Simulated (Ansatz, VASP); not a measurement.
# One calculation of LiCl, two programs

INCAR

```
SYSTEM = LiCl
PREC = Accurate ; ENCUT = 520
EDIFF = 1E-6 ; ISMEAR = 0
SIGMA = 0.01 ; LREAL = .FALSE.
LASPH = .TRUE. ; NELM = 80
ALGO = Normal ; ISIF = 2
LWAVE = .FALSE. ; LCHARG = .FALSE.
GGA = PE ; NBANDS = 18
```

Contents of KPOINTS:

```
regular mesh
0
G
  12 12 6
  0 0 0
```

POSCAR

```
LiCl
1.0
    4.1618736540      0.0000000000      0.0000000000
   -2.0809368270      3.6042883117      0.0000000000
    0.0000000000      0.0000000000      5.2325457660
Li Cl
2 2
Direct
    0.3333333333      0.6666666667      0.2500000000
    0.6666666667      0.3333333333      0.7500000000
    0.6666666667      0.3333333333      0.2500000000
    0.3333333333      0.6666666667      0.7500000000
```

Input for Ansatz:

```yaml
crystal:
  lattice:
    - [4.161873654, 0.0, 0.0]
    - [-2.080936827, 3.6042883117, 0.0]
    - [0.0, 0.0, 5.232545766]
  atoms:
    - { symbol: Li, position: [0.3333333333, 0.6666666667, 0.25] }
    - { symbol: Li, position: [0.6666666667, 0.3333333333, 0.75] }
    - { symbol: Cl, position: [0.6666666667, 0.3333333333, 0.25] }
    - { symbol: Cl, position: [0.3333333333, 0.6666666667, 0.75] }
kpoints:
  mp_grid: { grid: [12, 12, 6] }
  band_path:
    path:
      - [0.0, 0.0, 0.0]
      - [0.5, 0.0, 0.0]
      - [0.3333333333, 0.3333333333, 0.0]
      - [0.0, 0.0, 0.5]
      - [0.5, 0.0, 0.5]
      - [0.3333333333, 0.3333333333, 0.5]
    npoints: 1
hamiltonian:
  xc: pbe
scf:
  occupations: { method: fixed }
  n_extra_bands: 5
output:
  forces: true
  stress: true
  eigenvalues: true
```

Alike in both runs: task single point; functional PBE; k mesh 12 × 12 × 6; no spin polarisation.

```csv
,VASP,Ansatz
version,VASP 6.6.1,Ansatz 0.2.0
potentials or method,"VASP PAW PBE potentials, release 64 (Li_sv, Cl)","plane waves, PAW"
plane-wave cutoff (eV),520,420
occupations,"gaussian, width 0.01 eV",fixed
valence electrons in the cell,20,20
```

|  | VASP | Ansatz | Ansatz less VASP |
| --- | --- | --- | --- |
| gap on the k mesh at the Fermi level (eV) | 5.66 | 5.65 | -0.007 |

Noted on VASP's run: the cutoff is short for stress, so the pressure is rough.
